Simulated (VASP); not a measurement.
# Nb (Im-3m) in VASP: further runs, part 2 of 2

VASP 6.6.1. The steps go on from the part before.

## 4. Single point, PBE, non-collinear spin, zero start, spin-orbit coupling

Input file INCAR:

```
SYSTEM = Nb
PREC = Accurate
ENCUT = 520
EDIFF = 1E-7
ISMEAR = -5
SIGMA = 0.1
LREAL = .FALSE.
LASPH = .TRUE.
NELM = 150
ALGO = Normal
ISIF = 2
LWAVE = .FALSE.
LCHARG = .FALSE.
MAGMOM = 0 0 0 0 0 0
LORBIT = 11
LSORBIT = .TRUE.
GGA_COMPAT = .FALSE.
LORBMOM = .TRUE.
LMAXMIX = 4
GGA = PE
NBANDS = 38
```

Input file KPOINTS:

```
Automatic mesh
0
Gamma
  10 10 10
  0.5 0.5 0.5
```

Input file POSCAR:

```
Nb
1.0
    3.3112325450      0.0000000000      0.0000000000
    0.0000000000      3.3112325450      0.0000000000
    0.0000000000      0.0000000000      3.3112325450
Nb
2
Direct
    0.0000000000      0.0000000000      0.0000000000
    0.5000000000      0.5000000000      0.5000000000
```

Potentials or basis: VASP PAW PBE potentials, release 64 (Nb_sv).

On the command line:

```console
cat potpaw_PBE.64/Nb_sv/POTCAR > POTCAR
mpirun -np 1 vasp_ncl > vasp.out
```

OUTCAR:

```text
SYSTEM = Nb
   PREC = Accurate
   ENCUT = 520
   EDIFF = 1E-7
   ISMEAR = -5
   LREAL = .FALSE.
   LASPH = .TRUE.
   NELM = 150
   ISIF = 2
   LORBIT = 11
   LSORBIT = .TRUE.
   GGA = PE

 ion  position               nearest neighbor table
   1  0.000  0.000  0.000-   2 2.87   2 2.87   2 2.87   2 2.87   2 2.87   2 2.87   2 2.87   2 2.87

   2  0.500  0.500  0.500-   1 2.87   1 2.87   1 2.87   1 2.87   1 2.87   1 2.87   1 2.87   1 2.87

  LATTYP: Found a simple cubic cell.
 ALAT       =     3.3112325450

  Lattice vectors:

 A1 = (   3.3112325450,   0.0000000000,   0.0000000000)
 A2 = (   0.0000000000,   3.3112325450,   0.0000000000)
 A3 = (   0.0000000000,   0.0000000000,   3.3112325450)

Analysis of symmetry for initial positions (statically):
=====================================================================
 Subroutine PRICEL returns following result:

  LATTYP: Found a body centered cubic cell.
 ALAT       =     3.3112325450
[... 12 lines left out ...]
 Subroutine GETGRP returns: Found 48 space group operations
 (whereof 48 operations were pure point group operations)
 out of a pool of 48 trial point group operations.

The static configuration has the point symmetry O_h .

Analysis of symmetry for dynamics (positions and initial velocities):
=====================================================================
 Subroutine PRICEL returns following result:

  LATTYP: Found a body centered cubic cell.
 ALAT       =     3.3112325450
[... 12 lines left out ...]
 Subroutine GETGRP returns: Found 48 space group operations
 (whereof 48 operations were pure point group operations)
 out of a pool of 48 trial point group operations.

The dynamic configuration has the point symmetry O_h .

Analysis of structural, dynamic, and magnetic symmetry:
=====================================================================
 Subroutine PRICEL returns following result:

  LATTYP: Found a body centered cubic cell.
 ALAT       =     3.3112325450
[... 12 lines left out ...]
 Subroutine GETGRP returns: Found 48 space group operations
 (whereof 48 operations were pure point group operations)
 out of a pool of 48 trial point group operations.

The overall configuration has the point symmetry O_h .

 Subroutine INISYM returns: Found 48 space group operations
 (whereof 48 operations are pure point group operations),
 and found     2 'primitive' translations

----------------------------------------------------------------------------------------

                                     Primitive cell

  volume of cell :      18.1526

  direct lattice vectors                    reciprocal lattice vectors
     1.655616273  1.655616273 -1.655616272     0.302002347  0.302002347  0.000000000
    -1.655616273  1.655616272  1.655616272    -0.000000000  0.302002347  0.302002347
     1.655616273 -1.655616272  1.655616273     0.302002347  0.000000000  0.302002347

  length of vectors
     2.867611502  2.867611502  2.867611502     0.427095815  0.427095815  0.427095815

  position of ions in fractional coordinates (direct lattice)
     0.000000000  0.000000000  0.000000000

  ion indices of the primitive-cell ions
   primitive index   ion index
                 1           1

[... 1123 lines left out ...]
  -------------------------------------------------------------------------------------
  Total       -0.1711423     -0.1711423     -0.1711423      0.0000000      0.0000000      0.0000000
  in kB       -7.5526400     -7.5526400     -7.5526400      0.0000000      0.0000000      0.0000000
  external PRESSURE =      -7.5526400 kB  Pullay stress =       0.0000000 kB

 VOLUME and BASIS-vectors are now :
 -----------------------------------------------------------------------------
  energy-cutoff  :      520.00
  volume of cell :       36.31
      direct lattice vectors                 reciprocal lattice vectors
     3.311232545  0.000000000  0.000000000     0.302002347  0.000000000  0.000000000
     0.000000000  3.311232545  0.000000000     0.000000000  0.302002347  0.000000000
     0.000000000  0.000000000  3.311232545     0.000000000  0.000000000  0.302002347

 POSITION                                       TOTAL-FORCE (eV/Angst)
 -----------------------------------------------------------------------------------
      0.00000      0.00000      0.00000        -0.000000     -0.000000     -0.000000
      1.65562      1.65562      1.65562         0.000000      0.000000      0.000000
 -----------------------------------------------------------------------------------
    total drift:                                0.000000      0.000000      0.000000

  FREE ENERGIE OF THE ION-ELECTRON SYSTEM (eV)
  ---------------------------------------------------
  free  energy   TOTEN  =       -20.6168743367 eV

  energy  without entropy=      -20.6168743367  energy(sigma->0) =      -20.61687434

 orbital moment (x)

 # of ion     p       d       tot
 ----------------------------------------
  1         0.000  -0.000  -0.000
  2        -0.000  -0.000  -0.000
 ----------------------------------------
           -0.000  -0.000  -0.000

 orbital moment (y)

 # of ion     p       d       tot
 ----------------------------------------
  1         0.000  -0.000  -0.000
  2        -0.000  -0.000  -0.000
 ----------------------------------------
            0.000  -0.000  -0.000

 orbital moment (z)

 # of ion     p       d       tot
 ----------------------------------------
  1         0.000   0.000   0.000
  2         0.000   0.000   0.000
 ----------------------------------------
            0.000   0.000   0.000

 Spin-Orbit-Coupling matrix elements

 Ion:    1  E_soc:     -0.1756053
 l=   1
     0.0000000    -0.0268650    -0.0268650
    -0.0268650     0.0000000    -0.0268650
    -0.0268650    -0.0268650     0.0000000
 l=   2
     0.0000000    -0.0006450     0.0000000    -0.0006450    -0.0017575
    -0.0006450     0.0000000    -0.0013181    -0.0006450    -0.0004394
     0.0000000    -0.0013181     0.0000000    -0.0013181     0.0000000
    -0.0006450    -0.0006450    -0.0013181     0.0000000    -0.0004394
    -0.0017575    -0.0004394     0.0000000    -0.0004394     0.0000000
 l=   3
     0.0000000     0.0000000     0.0000000     0.0000000     0.0000000     0.0000000     0.0000000
     0.0000000     0.0000000     0.0000000     0.0000000     0.0000000     0.0000000     0.0000000
     0.0000000     0.0000000     0.0000000     0.0000000     0.0000000     0.0000000     0.0000000
     0.0000000     0.0000000     0.0000000     0.0000000     0.0000000     0.0000000     0.0000000
     0.0000000     0.0000000     0.0000000     0.0000000     0.0000000     0.0000000     0.0000000
     0.0000000     0.0000000     0.0000000     0.0000000     0.0000000     0.0000000     0.0000000
     0.0000000     0.0000000     0.0000000     0.0000000     0.0000000     0.0000000     0.0000000

 Ion:    2  E_soc:     -0.1756053
 l=   1
     0.0000000    -0.0268650    -0.0268650
    -0.0268650     0.0000000    -0.0268650
    -0.0268650    -0.0268650     0.0000000
 l=   2
     0.0000000    -0.0006450     0.0000000    -0.0006450    -0.0017575
    -0.0006450     0.0000000    -0.0013181    -0.0006450    -0.0004394
     0.0000000    -0.0013181     0.0000000    -0.0013181     0.0000000
    -0.0006450    -0.0006450    -0.0013181     0.0000000    -0.0004394
    -0.0017575    -0.0004394     0.0000000    -0.0004394     0.0000000
 l=   3
     0.0000000     0.0000000     0.0000000     0.0000000     0.0000000     0.0000000     0.0000000
     0.0000000     0.0000000     0.0000000     0.0000000     0.0000000     0.0000000     0.0000000
     0.0000000     0.0000000     0.0000000     0.0000000     0.0000000     0.0000000     0.0000000
     0.0000000     0.0000000     0.0000000     0.0000000     0.0000000     0.0000000     0.0000000
     0.0000000     0.0000000     0.0000000     0.0000000     0.0000000     0.0000000     0.0000000
     0.0000000     0.0000000     0.0000000     0.0000000     0.0000000     0.0000000     0.0000000
     0.0000000     0.0000000     0.0000000     0.0000000     0.0000000     0.0000000     0.0000000

 total charge

# of ion       s       p       d       tot
------------------------------------------
    1        2.220   5.996   2.501  10.717
    2        2.220   5.996   2.501  10.717
--------------------------------------------------
tot          4.439  11.993   5.001  21.433

 magnetization (x)

# of ion       s       p       d       tot
------------------------------------------
    1        0.000   0.000  -0.000  -0.000
    2       -0.000  -0.000   0.000  -0.000
--------------------------------------------------
tot         -0.000  -0.000  -0.000  -0.000

 magnetization (y)

# of ion       s       p       d       tot
------------------------------------------
    1        0.000   0.000  -0.000   0.000
    2       -0.000   0.000   0.000   0.000
--------------------------------------------------
tot          0.000   0.000   0.000   0.000

 magnetization (z)

# of ion       s       p       d       tot
------------------------------------------
    1        0.000   0.000  -0.000  -0.000
    2       -0.000  -0.000  -0.000  -0.000
--------------------------------------------------
tot         -0.000  -0.000  -0.000  -0.000
```

Run time: 2.6 min. Hardware: 1 thread of Intel Xeon 8259CL, shared host; peak memory 0.27 GiB.

What came out:

```yaml
Free_energy: -20.6169 eV
Pressure: -0.8 GPa
Net_moment: 0.00 μB per cell
Valence_electrons_inside_the_program's_atomic_spheres: Nb 10.72
```

Moments on the atoms (μB; x, y, z):
```
Nb  0.00 0.00 0.00
Nb  0.00 0.00 0.00
```
